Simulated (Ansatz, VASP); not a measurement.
FeO: VASP beside Ansatz

```
Fe O
1.0
    -1.61271    1.61271    2.09719
     1.61271   -1.61271    2.09719
     1.61271    1.61271   -2.09719
Fe O
1 1
Cartesian
  0.0000 0.0000 0.0000
  0.0000 0.0000 2.0972
```

Alike in both runs: task single point; functional LDA; k mesh 12 × 12 × 12; occupations fermi-dirac, width 0.05 eV; collinear spin.

|  | VASP | Ansatz |
| --- | --- | --- |
| version | VASP 6.6.1 | Ansatz 0.2.0 |
| potentials or method | VASP PAW LDA potentials, release 64 (Fe, O) | Ansatz PAW |
| plane-wave cutoff (eV) | 520 | 420 |
| valence electrons in the cell | 14 | 22 |

```csv
,VASP,Ansatz,Ansatz less VASP
gap on the k mesh at the Fermi level (eV),none,none,-
pressure (GPa),-24.5,-24.6,-0.14
"traceless stress, the component that is largest in VASP (GPa)",0.22,-0.05,-0.272
net moment per atom (μB),2.00,2.00,+0.002
size of the moment on the site where the two differ most (μB),3.57,3.38,-0.196
```

LDA's correlation is that of Perdew and Zunger in VASP and of Perdew and Wang (1992) in Ansatz. Site moments also hang on the region over which each program counts them. A gap of «none» marks a metal or a gap that the smearing closes. VASP's potentials hold 14 valence electrons a cell and Ansatz's 22, so a difference there can come from the potentials and not from the codes.
